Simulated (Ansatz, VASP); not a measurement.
**CoSn in VASP and in Ansatz**

INCAR

```
PREC = Accurate
ENCUT = 520
EDIFF = 1E-6
ISMEAR = 0
SIGMA = 0.15
LREAL = F
LASPH = T
NELM = 80
ALGO = Fast
ISIF = 2
LWAVE = F
LCHARG = T
GGA = PE
LELF = T
LVHAR = T
NBANDS = 44
```

Contents of KPOINTS:

```
Automatic mesh
0
Gamma
  12 12 12
```

The input POSCAR:

```
CoSn
1.0
    5.5914310167      0.0000000000      0.0000000000
   -2.7957155084      4.8423213040      0.0000000000
    0.0000000000      0.0000000000      3.7959095235
Co Sn
3 3
Direct
    0.0000000000      0.5000000000      0.0000000000
    0.5000000000      0.5000000000      0.0000000000
    0.5000000000      0.0000000000      0.0000000000
    0.6666666667      0.3333333333      0.5000000000
    0.3333333333      0.6666666667      0.5000000000
    0.0000000000      0.0000000000      0.0000000000
```

Input for Ansatz:

```yaml
crystal:
  lattice:
    - [5.5914310167, 0.0, 0.0]
    - [-2.7957155084, 4.842321304, 0.0]
    - [0.0, 0.0, 3.7959095235]
  atoms:
    - { symbol: Co, position: [0.0, 0.5, 0.0] }
    - { symbol: Co, position: [0.5, 0.5, 0.0] }
    - { symbol: Co, position: [0.5, 0.0, 0.0] }
    - { symbol: Sn, position: [0.6666666667, 0.3333333333, 0.5] }
    - { symbol: Sn, position: [0.3333333333, 0.6666666667, 0.5] }
    - { symbol: Sn, position: [0.0, 0.0, 0.0] }
basis:
  ecutwfc: 420
kpoints:
  mp_grid: { grid: [12, 12, 12] }
hamiltonian:
  xc: pbe
scf:
  occupations: { method: gaussian, width: 0.15 }
output:
  forces: true
  stress: true
  eigenvalues: true
```

Alike in both runs: task single point; functional PBE; k mesh 12 × 12 × 12; occupations gaussian, width 0.15 eV; no spin polarisation.

|  | VASP | Ansatz |
| --- | --- | --- |
| version | VASP 6.6.1 | Ansatz 0.2.0 |
| potentials or method | VASP PAW PBE potentials, release 64 (Co, Sn_d), cutoff 520 eV | scalar-relativistic, plane waves, PAW |
| valence electrons in the cell | 69 | 93 |

VASP gave:

| Quantity | Value |
| --- | --- |
| gap on the k mesh at the Fermi level (eV) | none |
| pressure (GPa) | 3.4 |
| traceless stress, the component that is largest in VASP (GPa) | 17.14 |

Task: Estimate Ansatz's values.

Result: gap on the k mesh at the Fermi level (eV): none; pressure (GPa): 3.4; traceless stress, the component that is largest in VASP (GPa): 17.31.

A gap of «none» marks a metal or a gap that the smearing closes. VASP's potentials hold 69 valence electrons a cell and Ansatz's 93, so a difference there can come from the potentials and not from the codes.
